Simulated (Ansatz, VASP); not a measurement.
**Two plane-wave programs on PbF2**

File POSCAR:

```
PbF2
1.0
    0.0000000000      2.9253022500      3.0143977500
    2.9253022500      0.0000000000      3.0143977500
    2.9253022500      2.9253022500      0.0000000000
Pb F
1 2
Direct
    0.0000000000      0.0000000000      0.0000000000
    0.2500000000      0.2500000000      0.2500000000
    0.7500000000      0.7500000000      0.7500000000
```

File INCAR.step1:

```
SYSTEM = PbF2
PREC     = Accurate       ! precision mode
ENCUT    = 520            ! plane-wave cutoff, eV
ISMEAR   = 0              ! smearing method
SIGMA    = 0.05           ! smearing width, eV
LREAL    = .FALSE.        ! projectors in reciprocal space
LASPH    = .TRUE.         ! aspherical terms in the spheres
NELM     = 60             ! most SCF steps
NBANDS   = 21             ! bands
GGA      = PE             ! functional
ALGO     = Normal         ! electronic algorithm
EDIFF    = 1E-4           ! SCF threshold, eV
LWAVE    = .TRUE.         ! write WAVECAR
LCHARG   = .FALSE.        ! write CHGCAR
```

Contents of INCAR.step2:

```
SYSTEM = PbF2
PREC     = Accurate       ! precision mode
ENCUT    = 520            ! plane-wave cutoff, eV
EDIFF    = 1E-6           ! SCF threshold, eV
ISMEAR   = 0              ! smearing method
SIGMA    = 0.05           ! smearing width, eV
LREAL    = .FALSE.        ! projectors in reciprocal space
LASPH    = .TRUE.         ! aspherical terms in the spheres
NELM     = 60             ! most SCF steps
ALGO     = Normal         ! electronic algorithm
ISIF     = 2              ! what is computed and relaxed
LWAVE    = .FALSE.        ! write WAVECAR
LCHARG   = .FALSE.        ! write CHGCAR
METAGGA  = R2SCAN         ! meta-GGA
LMIXTAU  = .TRUE.       
NBANDS   = 21             ! bands
ISTART   = 1
```

The input KPOINTS:

```
regular mesh
0
G
  8 8 8
  0 0 0
```

Input for Ansatz:

```yaml
crystal:
  lattice:
    - [0.0, 2.92530225, 3.01439775]
    - [2.92530225, 0.0, 3.01439775]
    - [2.92530225, 2.92530225, 0.0]
  atoms:
    - { symbol: Pb, position: [0.0, 0.0, 0.0] }
    - { symbol: F, position: [0.25, 0.25, 0.25] }
    - { symbol: F, position: [0.75, 0.75, 0.75] }
basis:
  ecutwfc: 500
kpoints:
  mp_grid: { grid: [8, 8, 8] }
hamiltonian:
  xc: r2scan
scf:
  occupations: { method: gaussian, width: 0.05 }
output:
  forces: true
  stress: true
  eigenvalues: true
```

Change from the starting cell: strain -0.015 along x and y, +0.015 along z, atoms carried along.

Alike in both runs: task single point; functional r2SCAN; k mesh 8 × 8 × 8; occupations gaussian, width 0.05 eV; no spin polarisation.

```csv
,VASP,Ansatz
version,VASP 6.6.1,Ansatz 0.2.0
potentials or method,"VASP PAW PBE potentials, release 64 (Pb_d, F), cutoff 520 eV","scalar-relativistic, plane waves, PAW"
valence electrons in the cell,28,28
```

|  | VASP | Ansatz | Ansatz less VASP |
| --- | --- | --- | --- |
| gap on the k mesh at the Fermi level (eV) | 4.86 | 4.86 | 0.000 |
| least direct gap on the mesh (eV) | 5.03 | 5.03 | -0.002 |
| pressure (GPa) | 0.4 | 0.4 | +0.07 |
| traceless stress, the component that is largest in VASP (GPa) | -1.08 | -1.08 | -0.007 |

VASP's potentials were made for PBE, not for r2SCAN. The functional is the same, so the differences come from potentials, cutoffs and numerics.

Neither program's run includes spin-orbit coupling.
